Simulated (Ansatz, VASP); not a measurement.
One calculation of AlN, two programs

The input INCAR:

```
ALGO     = Normal         # electronic algorithm
EDIFF    = 1E-7           # SCF threshold, eV
ENCUT    = 520            # plane-wave cutoff, eV
GGA      = PE             # functional
ISIF     = 2              # what is computed and relaxed
ISMEAR   = -1             # smearing method
LASPH    = True           # aspherical terms in the spheres
LCHARG   = False          # write CHGCAR
LREAL    = False          # projectors in reciprocal space
LWAVE    = False          # write WAVECAR
NBANDS   = 11             # bands
NELM     = 80             # most SCF steps
PREC     = Accurate       # precision mode
SIGMA    = 0.02           # smearing width, eV
```

The input KPOINTS:

```
k-points
0
Gamma
  10 10 10
```

File POSCAR:

```
AlN
1.0
    0.0000000000      2.1490444475      2.1848764208
    2.1490444475      0.0000000000      2.1848764208
    2.1490444475      2.1490444475      0.0000000000
Al N
1 1
Direct
    0.0000000000      0.0000000000      0.0000000000
    0.2500000000      0.2500000000      0.2500000000
```

Input for Ansatz:

```yaml
crystal:
  lattice:
    - [0.0, 2.1490444475, 2.1848764208]
    - [2.1490444475, 0.0, 2.1848764208]
    - [2.1490444475, 2.1490444475, 0.0]
  atoms:
    - { symbol: Al, position: [0.0, 0.0, 0.0] }
    - { symbol: "N", position: [0.25, 0.25, 0.25] }
kpoints:
  mp_grid: { grid: [10, 10, 10] }
  band_path:
    path:
      - [0.0, 0.0, 0.0]
      - [-0.5, -0.5, 0.0]
      - [-0.375, -0.375, 0.25]
      - [-0.375, 0.0, 0.375]
      - [0.0, 0.0, 0.5]
      - [-0.5, -0.25, 0.25]
    npoints: 1
hamiltonian:
  xc: pbe
scf:
  occupations: { method: fermi_dirac, width: 0.02 }
  n_extra_bands: 4
output:
  forces: true
  stress: true
  eigenvalues: true
```

Change from the starting cell: biaxial_xy strain -1.6%.

Alike in both runs: task single point; functional PBE; k mesh 10 × 10 × 10; occupations fermi-dirac, width 0.02 eV; no spin polarisation.

```csv
,VASP,Ansatz
version,VASP 6.6.1,Ansatz 0.2.0
potentials or method,"VASP PAW PBE potentials, release 64 (Al, N)","plane waves, PAW"
plane-wave cutoff (eV),520,420
valence electrons in the cell,8,8
```

|  | VASP | Ansatz | Ansatz less VASP |
| --- | --- | --- | --- |
| gap on the k mesh at the Fermi level (eV) | 3.28 | 3.29 | +0.009 |
| pressure (GPa) | 11.7 | 12.0 | +0.26 |
| traceless stress, the component that is largest in VASP (GPa) | -1.48 | -1.48 | +0.009 |
